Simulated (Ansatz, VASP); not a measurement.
## TiN in VASP and in Ansatz

File INCAR:

```
PREC = Accurate ; ENCUT = 520
EDIFF = 1E-8 ; ISMEAR = -1
SIGMA = 0.05 ; LREAL = F
LASPH = T ; NELM = 100
ALGO = Normal ; ISIF = 2
LWAVE = F ; LCHARG = F
GGA = PE ; LEFG = T
NBANDS = 16
```

Contents of KPOINTS:

```
Automatic mesh
0
Gamma
  13 13 13
```

Contents of POSCAR:

```
TiN
1.0
    0.0000000000      2.0786817227      2.0786817227
    2.0786817227      0.0000000000      2.0786817227
    2.0786817227      2.0786817227      0.0000000000
Ti N
1 1
Direct
    0.0000000000      0.0000000000      0.0000000000
    0.5000000000      0.5000000000      0.5000000000
```

Input for Ansatz:

```yaml
crystal:
  lattice:
    - [0.0, 2.0786817227, 2.0786817227]
    - [2.0786817227, 0.0, 2.0786817227]
    - [2.0786817227, 2.0786817227, 0.0]
  atoms:
    - { symbol: Ti, position: [0.0, 0.0, 0.0] }
    - { symbol: "N", position: [0.5, 0.5, 0.5] }
kpoints:
  mp_grid: { grid: [13, 13, 13] }
scf:
  occupations: { method: fermi_dirac, width: 0.05 }
hamiltonian:
  xc: pbe
  pseudopotentials: { kind: paw }
output:
  forces: true
  stress: true
  eigenvalues: true
  efg: { contact_densities: true }
  write_density: true
  write_potential: true
  elf: true
  volumetric_format: npy
```

Change from the starting cell: volume scaled by 0.94, PAW files.

Alike in both runs: task electric field gradients; functional PBE; k mesh 13 × 13 × 13; occupations fermi-dirac, width 0.05 eV; no spin polarisation.

```csv
,VASP,Ansatz
version,VASP 6.6.1,Ansatz 0.2.0
potentials or method,"VASP PAW PBE potentials, release 64 (Ti_sv, N)","PAW with Ansatz's default frozen-core files, scalar-relativistic"
plane-wave cutoff (eV),520,420
valence electrons in the cell,17,17
```

|  | VASP | Ansatz | Ansatz less VASP |
| --- | --- | --- | --- |
| pressure (GPa) | 20.8 | 20.2 | -0.51 |
